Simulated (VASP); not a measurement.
# Cr (Fm-3m) in VASP: relaxation of cell and atoms with RPBE

Aim: the relaxation of cell and atoms of Cr with RPBE.

Everything below comes from runs of VASP 6.6.1. Logs are shortened: lines on timing, memory, paths and dates and some standing lists are left out, and cuts for length are marked.

### Step 1. The cell of the first run

The structure is cubic, space group Fm-3m (No. 225). The conventional cell has a = 3.633 Å, b = 3.633 Å, c = 3.633 Å, α = 90.00°, β = 90.00°, γ = 90.00°. Within 3.4 Å of Cr (site symmetry m-3m) lie 12 Cr at 2.57 Å.

This isn't the form of Cr at room conditions, which is bcc.

### Step 2. Relaxation of cell and atoms, RPBE, collinear spin, antiferromagnetic start

File INCAR:

```
SYSTEM = Cr
  PREC = Accurate
  ENCUT = 600
  EDIFF = 1E-6
  ISMEAR = -1
  SIGMA = 0.05
  LREAL = .False.
  LASPH = .True.
  NELM = 150
  ALGO = Normal
  ISIF = 3
  LWAVE = .False.
  LCHARG = .False.
  ISPIN = 2
  MAGMOM = 1.5 -1.5
  LORBIT = 11
  LMAXMIX = 4
  GGA = RP
  IBRION = 2
  NSW = 80
  EDIFFG = -0.01
```

File KPOINTS:

```
Automatic mesh
0
Gamma
  12 12 9
  0 0 0
```

File POSCAR:

```
Cr
1.0
    2.5692628132      0.0000000000      0.0000000000
    0.0000000000      2.5692628132      0.0000000000
    0.0000000000      0.0000000000      3.6334863158
Cr
2
Direct
    0.0000000000      0.0000000000      0.0000000000
    0.5000000000      0.5000000000      0.5000000000
```

Potentials or basis: VASP PAW PBE potentials, release 64 (Cr_pv).

Started as:

```
$ cat potpaw_PBE.64/Cr_pv/POTCAR > POTCAR
$ mpirun -np 1 vasp_std > vasp.out
```

OUTCAR:

```text
SYSTEM = Cr
   PREC = Accurate
   ENCUT = 600
   EDIFF = 1E-6
   ISMEAR = -1
   LREAL = .False.
   LASPH = .True.
   NELM = 150
   ISIF = 3
   ISPIN = 2
   LORBIT = 11
   GGA = RP
   IBRION = 2
   NSW = 80
   EDIFFG = -0.01

 ion  position               nearest neighbor table
   1  0.000  0.000  0.000-   2 2.57   2 2.57   2 2.57   2 2.57   2 2.57   2 2.57   2 2.57   2 2.57

   2  0.500  0.500  0.500-   1 2.57   1 2.57   1 2.57   1 2.57   1 2.57   1 2.57   1 2.57   1 2.57

  LATTYP: Found a simple tetragonal cell.
 ALAT       =     2.5692628132
 C/A-ratio  =     1.4142135624

  Lattice vectors:

 A1 = (   2.5692628132,   0.0000000000,   0.0000000000)
 A2 = (   0.0000000000,   2.5692628132,   0.0000000000)
 A3 = (   0.0000000000,   0.0000000000,   3.6334863158)

Analysis of symmetry for initial positions (statically):
=====================================================================
 Subroutine PRICEL returns following result:

  LATTYP: Found a face centered cubic cell.
 ALAT       =     3.6334863158
[... 12 lines left out ...]
 Subroutine GETGRP returns: Found 16 space group operations
 (whereof 16 operations were pure point group operations)
 out of a pool of 16 trial point group operations.

The static configuration has the point symmetry D_4h.

Analysis of symmetry for dynamics (positions and initial velocities):
=====================================================================
 Subroutine PRICEL returns following result:

  LATTYP: Found a face centered cubic cell.
 ALAT       =     3.6334863158
[... 12 lines left out ...]
 Subroutine GETGRP returns: Found 16 space group operations
 (whereof 16 operations were pure point group operations)
 out of a pool of 16 trial point group operations.

The dynamic configuration has the point symmetry D_4h.

Analysis of structural, dynamic, and magnetic symmetry:
=====================================================================
 Subroutine PRICEL returns following result:

  LATTYP: Found a face centered cubic cell.
 ALAT       =     3.6334863158
[... 12 lines left out ...]
 Subroutine GETGRP returns: Found 16 space group operations
 (whereof 16 operations were pure point group operations)
 out of a pool of 16 trial point group operations.

The overall configuration has the point symmetry D_4h.

 Subroutine INISYM returns: Found 16 space group operations
 (whereof 16 operations are pure point group operations),
 and found     2 'primitive' translations

----------------------------------------------------------------------------------------

                                     Primitive cell

[... 119 lines left out ...]
 conjugate gradient relaxation of ions
 spin polarized calculation
  energy-cutoff  :      600.00
  volume of cell :       23.99
 maximum number of plane-waves:       820
 NGX is ok and might be reduce to    24
   NGX = 11   NGY = 11   NGZ = 15

--------------------------------------- Ionic step        1  -------------------------------------------

 number of electron      23.9999992 magnetization      -0.0000000

 number of electron      23.9999992 magnetization       0.0000000

 Free energy of the ion-electron system (eV)
  ---------------------------------------------------
  ext. energy  EPLUGINS =         0.00000000
  ---------------------------------------------------
  free energy    TOTEN  =       -17.21841270 eV

  energy without entropy =      -17.18721076  energy(sigma->0) =      -17.20281173

------------------------ aborting loop because EDIFF is reached ----------------------------------------

  FORCE on cell =-STRESS in cart. coord.  units (eV):
  Direction    XX          YY          ZZ          XY          YZ          ZX
  --------------------------------------------------------------------------------------
  -------------------------------------------------------------------------------------
  Total        0.3676595      0.3676595      0.3382485      0.0000000     -0.0000000     -0.0000000
  in kB       24.5592906     24.5592906     22.5946626      0.0000000     -0.0000000     -0.0000000
  external PRESSURE =      23.9044146 kB  Pullay stress =       0.0000000 kB
[... 25 lines left out ...]
 number of electron      23.9999996 magnetization       0.0000000

 number of electron      23.9999996 magnetization      -0.0000000

 E-fermi :   9.9687     XC(G=0): -13.1793

 val. band max:        9.9646623751   @ k =   0.1667   0.0833   0.2222
 cond. band min:       9.9752252204   @ k =   0.4167   0.1667   0.4444
 fundamental gap:      0.0105628453
 Fermi energy:         9.9686753149

 spin component 1

 k-point     1 :       0.0000    0.0000    0.0000
  band No.  band energies     occupation
      1     -33.2281      1.00000
      2     -32.7970      1.00000
      3     -32.7970      1.00000
      4     -32.5333      1.00000
      5     -32.5331      1.00000
      6     -32.5331      1.00000
[... 974 lines left out ...]
  FREE ENERGIE OF THE ION-ELECTRON SYSTEM (eV)
  ---------------------------------------------------
  free  energy   TOTEN  =       -17.2202889931 eV

  energy  without entropy=      -17.1886919466  energy(sigma->0) =      -17.20449047

[... ionic steps 4 to 21 ...]

--------------------------------------- Ionic step       22  -------------------------------------------

 number of electron      23.9999984 magnetization       0.0000000

 number of electron      23.9999984 magnetization      -0.0000000
[... 73 lines left out ...]
 number of electron      23.9999984 magnetization      -0.0000000

 number of electron      23.9999984 magnetization       0.0000000

 Free energy of the ion-electron system (eV)
  ---------------------------------------------------
  ext. energy  EPLUGINS =         0.00000000
  ---------------------------------------------------
  free energy    TOTEN  =       -17.98083640 eV

  energy without entropy =      -17.96940341  energy(sigma->0) =      -17.97511991

 E-fermi :  10.8381     XC(G=0): -13.4520

 val. band max:       10.8225680504   @ k =   0.4167   0.0000   0.0000
 cond. band min:      10.8592327881   @ k =   0.1667   0.1667   0.1111
 fundamental gap:      0.0366647377
 Fermi energy:        10.8381283809

 spin component 1

 k-point     1 :       0.0000    0.0000    0.0000
  band No.  band energies     occupation
      1     -32.5847      1.00000
      2     -32.5839      1.00000
      3     -32.5839      1.00000
      4     -31.9931      1.00000
      5     -31.9929      1.00000
      6     -31.9929      1.00000
[... 936 lines left out ...]
  FREE ENERGIE OF THE ION-ELECTRON SYSTEM (eV)
  ---------------------------------------------------
  free  energy   TOTEN  =       -17.9808364036 eV

  energy  without entropy=      -17.9694034068  energy(sigma->0) =      -17.97511991

 reached required accuracy - stopping structural energy minimisation

 total charge

# of ion       s       p       d       tot
------------------------------------------
    1        0.449   6.394   4.184  11.026
    2        0.449   6.394   4.184  11.026
--------------------------------------------------
tot          0.897  12.788   8.367  22.053

 magnetization (x)

# of ion       s       p       d       tot
------------------------------------------
    1        0.000   0.000   0.003   0.003
    2       -0.000  -0.000  -0.003  -0.003
--------------------------------------------------
tot          0.000   0.000   0.000   0.000
```

OSZICAR:

```text
N       E                     dE             d eps       ncg     rms          rms(c)
DAV:   1     0.250117319766E+03    0.25012E+03   -0.15592E+04  8968   0.203E+03
DAV:   2    -0.113343282402E+02   -0.26145E+03   -0.25972E+03  9312   0.526E+02
[... 204 lines left out ...]
  23 F= -.17980786E+02 E0= -.17975045E+02  d E =-.316374E-04  mag=     0.0000
       N       E                     dE             d eps       ncg     rms          rms(c)
DAV:   1    -0.179811380916E+02   -0.35197E-03   -0.12929E-02  8960   0.120E+00    0.138E-01
DAV:   2    -0.179808983484E+02    0.23974E-03   -0.56695E-04 10352   0.309E-01    0.645E-02
DAV:   3    -0.179808367660E+02    0.61582E-04   -0.16052E-04 13440   0.984E-02    0.114E-02
DAV:   4    -0.179808364036E+02    0.36237E-06   -0.89185E-06  9760   0.394E-02
  24 F= -.17980836E+02 E0= -.17975120E+02  d E =-.821125E-04  mag=     0.0000
```

CONTCAR:

```text
Cr
   1.00000000000000
     2.8653286188063549    0.0000000000000000    0.0000000000000000
     0.0000000000000000    2.8653286188063549    0.0000000000000000
     0.0000000000000031   -0.0000000000000014    2.8655750677458061
  Cr
     2
Direct
     0.0000000000000000    0.0000000000000000    0.0000000000000000
     0.5000000000000000    0.5000000000000000    0.5000000000000000

  0.00000000E+00  0.00000000E+00  0.00000000E+00
  0.00000000E+00  0.00000000E+00  0.00000000E+00
```

Wall time 11 min (1 thread of Intel Xeon 6975P-C (Granite Rapids), shared host); peak memory 0.27 GiB.

Results:

| Quantity | Value |
| --- | --- |
| Free energy | -17.9808 eV |
| Relaxed volume | 11.76 Å³/atom |
| Relaxed cell | a = 2.865 Å, b = 2.865 Å, c = 2.866 Å, α = 90.00°, β = 90.00°, γ = 90.00° |
| Space group after relaxing (to 0.1 Å) | Im-3m (No. 229) |
| Energy gained by relaxing | 381.2 meV/atom |
| Ionic steps | 24 |
| Pressure after relaxing | 0.0 GPa |
| Band gap on the k mesh | zero (filled and empty bands overlap) |
| Net moment | 0.00 μB per cell |
| Valence electrons inside the program's atomic spheres | Cr 11.03 |

Step by step:
| step | energy change (eV) | largest force (eV/Å) | pressure (GPa) | volume (Å³) |
| --- | --- | --- | --- | --- |
| 1 | 0.0000 | 0.0000 | 2.39 | 23.99 |
| 2 | 0.0020 | 0.0000 | -3.35 | 24.61 |
| 3 | -0.0019 | 0.0000 | -0.03 | 24.24 |
| 4 | -0.0019 | 0.0000 | 0.10 | 24.24 |
| 5 | -0.0019 | 0.0000 | 0.00 | 24.24 |
| 6 | -0.0022 | 0.0000 | -0.03 | 24.24 |
| 7 | -0.0036 | 0.0000 | -0.14 | 24.25 |
| 8 | -0.0096 | 0.0000 | -0.35 | 24.27 |
| 9 | -0.0342 | 0.0000 | -0.87 | 24.31 |
| 10 | -0.1253 | 0.0000 | -1.90 | 24.34 |
| 11 | -0.4257 | 0.0000 | -4.11 | 24.31 |
| 12 | -0.7158 | 0.0000 | -1.71 | 23.74 |
| 13 | -0.7461 | 0.0000 | -4.75 | 24.02 |
| 14 | -0.7565 | 0.0000 | -4.23 | 23.95 |
| 15 | -0.7570 | 0.0000 | -4.00 | 23.92 |
| 16 | -0.7588 | 0.0000 | -3.03 | 23.84 |
| 17 | -0.7606 | 0.0000 | -2.34 | 23.75 |
| 18 | -0.7623 | 0.0000 | -0.43 | 23.56 |
| 19 | -0.7623 | 0.0000 | 0.27 | 23.51 |
| 20 | -0.7623 | 0.0000 | 0.07 | 23.52 |
| 21 | -0.7624 | 0.0000 | 0.03 | 23.52 |
| 22 | -0.7624 | 0.0000 | -0.02 | 23.52 |
| 23 | -0.7624 | 0.0000 | -0.08 | 23.53 |
| 24 | -0.7624 | 0.0000 | -0.02 | 23.53 |

Final structure:
```cif
data_structure
_symmetry_space_group_name_H-M 'P 1'
_symmetry_Int_Tables_number 1
_cell_length_a 2.8653
_cell_length_b 2.8653
_cell_length_c 2.8656
_cell_angle_alpha 90.000
_cell_angle_beta 90.000
_cell_angle_gamma 90.000
_cell_volume 23.53
loop_
_atom_site_label
_atom_site_type_symbol
_atom_site_fract_x
_atom_site_fract_y
_atom_site_fract_z
_atom_site_occupancy
Cr1 Cr 0.00000 0.00000 0.00000 1
Cr2 Cr 0.50000 0.50000 0.50000 1
```

Levels at points of the mesh, in eV from the Fermi level:
Spin up:
| k point | band 8 | band 9 | band 10 | band 11 | band 12 | band 13 | band 14 | band 15 | band 16 |
| --- | --- | --- | --- | --- | --- | --- | --- | --- | --- |
| (0.00, 0.00, 0.00) | -4.20 | -4.20 | -0.90 | -0.90 | -0.90 | 1.12 | 1.12 | 2.36 | 2.36 |
| (0.50, 0.00, 0.00) | -3.94 | -1.75 | -1.75 | -0.41 | -0.41 | -0.41 | -0.41 | 0.65 | 0.65 |
| (0.50, 0.50, 0.00) | -4.35 | -2.40 | -2.40 | 1.04 | 1.04 | 1.11 | 1.11 | 1.45 | 1.45 |
Spin down:
```
           k point  band 9  band 10  band 11  band 12  band 13  band 14  band 15  band 16
(0.00, 0.00, 0.00)   -4.20    -0.90    -0.90    -0.90     1.12     1.12     2.36     2.36
(0.50, 0.00, 0.00)   -1.75    -1.75    -0.41    -0.41    -0.41    -0.41     0.65     0.65
(0.50, 0.50, 0.00)   -2.40    -2.40     1.04     1.04     1.11     1.11     1.45     1.45
```

Caveat: the moments typed at the start vanished in this run; a cell axis changed by over 15 % at a fixed basis, so the end point is rough; the PAW data sets were made with another functional, which shifts forces and pressure a little.

The gap in the log of VASP goes by the Fermi energy; the results here count the filled bands.